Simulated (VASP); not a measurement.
Write the native input for VASP 6.6.1 that does the following.

- Task: relaxation of cell and atoms
- Functional: PBE
- Potentials or basis: VASP PAW PBE potentials, release 64 (Au)
- Cutoff: 600 eV
- k mesh: 8 × 8 × 11
- Occupations: fermi-dirac, width 0.08 eV
- Spin: no spin polarisation
- Target pressure: 0.86 GPa
- Dipole correction: no
- Further INCAR settings: ALGO = Normal; EDIFF = 1e-06; IBRION = 2; EDIFFG = -0.005; NSW = 32; ISIF = 3

The structure of Au lies in POSCAR:

```
Au
1.0
    4.7293444166      0.0000000000      0.0000000000
   -2.3646722083      4.0957324080      0.0000000000
    0.0000000000      0.0000000000      2.8257848490
Au
3
Direct
    0.0000000000      0.0000000000      0.0000000000
    0.3333333333      0.6666666667      0.5000000000
    0.6666666667      0.3333333333      0.5000000000
```

This isn't the form of Au at room conditions, which is fcc.

The input as run:

INCAR

```
SYSTEM = Au
PREC = Accurate
ENCUT = 600
EDIFF = 1E-6
ISMEAR = -1
SIGMA = 0.08
LREAL = .FALSE.
LASPH = .TRUE.
NELM = 60
ALGO = Normal
ISIF = 3
LWAVE = .FALSE.
LCHARG = .FALSE.
GGA = PE
IBRION = 2
NSW = 32
EDIFFG = -0.005
PSTRESS = 8.6
```

KPOINTS

```
regular mesh
0
G
  8 8 11
  0 0 0
```

Potentials or basis: VASP PAW PBE potentials, release 64 (Au).

Command:

```bash
$ cat potpaw_PBE.64/Au/POTCAR > POTCAR
$ mpirun -np 1 vasp_std > vasp.out
```

Results of the run:

```yaml
Relaxed_volume: 18.22 Å³/atom
Relaxed_cell: a = 4.728 Å, b = 4.728 Å, c = 2.825 Å, α = 90.00°, β = 90.00°, γ = 120.00°
Space_group_after_relaxing_to_0.1_Å: P6/mmm (No. 191)
Energy_change_on_relaxing_the_run_minimises_the_enthalpy: +0.1 meV/atom
Ionic_steps: 3
Pressure_after_relaxing: 0.9 GPa
Band_gap_on_the_k_mesh: zero (an odd number of electrons rules out a gap without spin polarisation)
```

Caveat: the cell is relaxed towards a set pressure, so the run minimises the enthalpy, not the energy; spin-orbit coupling is left out, which moves the levels of the heavy elements.

It took 2.3 min on 1 thread of Intel Xeon 8259CL, with other jobs on the host, peak memory 0.23 GiB.
